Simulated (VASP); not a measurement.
Input of a VASP 6.6.1 run:

File INCAR:

```
PREC = Accurate
ENCUT = 600
EDIFF = 1E-6
ISMEAR = 0
SIGMA = 0.15
LREAL = F
LASPH = T
NELM = 120
ALGO = Normal
ISIF = 2
LWAVE = F
LCHARG = F
GGA = PE
NBANDS = 29
GGA_COMPAT = F
```

KPOINTS

```
regular mesh
0
Gamma
  3 3 3
```

Contents of POSCAR:

```
Na4IN
1.0
    0.0000000000      4.1922448146      4.1922448146
    4.1922448146      0.0000000000      4.1922448146
    4.1922448146      4.1922448146      0.0000000000
Na I N
4 1 1
Direct
    0.3736938012      0.3736938012      0.8789185965
    0.3736938012      0.8789185965      0.3736938012
    0.3736938012      0.3736938012      0.3736938012
    0.8789185965      0.3736938012      0.3736938012
    0.7500000000      0.7500000000      0.7500000000
    0.0000000000      0.0000000000      0.0000000000
```

Potentials or basis: VASP PAW PBE potentials, release 64 (Na_pv, I, N).

Run with:

```bash
$ cat potpaw_PBE.64/Na_pv/POTCAR potpaw_PBE.64/I/POTCAR potpaw_PBE.64/N/POTCAR > POTCAR
$ mpirun -np 1 vasp_std > vasp.out
```

**Question.** Estimate the pressure.

**Answer.** 0.4 GPa.

**Question.** Estimate the band gap on the k mesh.

**Answer.** Zero (bands 20 and 21 overlap by 0.32 eV).

**Question.** Predict the largest force.

**Answer.** 0.077 eV/Å.

Forces on the atoms (eV/Å):
```
Na   0.044  0.044 -0.044
Na   0.044 -0.044  0.044
Na  -0.044 -0.044 -0.044
Na  -0.044  0.044  0.044
I    0.000  0.000  0.000
N    0.000  0.000  0.000
```

Caveat: the k points lie up to 0.43 Å⁻¹ apart; spin-orbit coupling is left out, which moves the levels of the heavy elements.
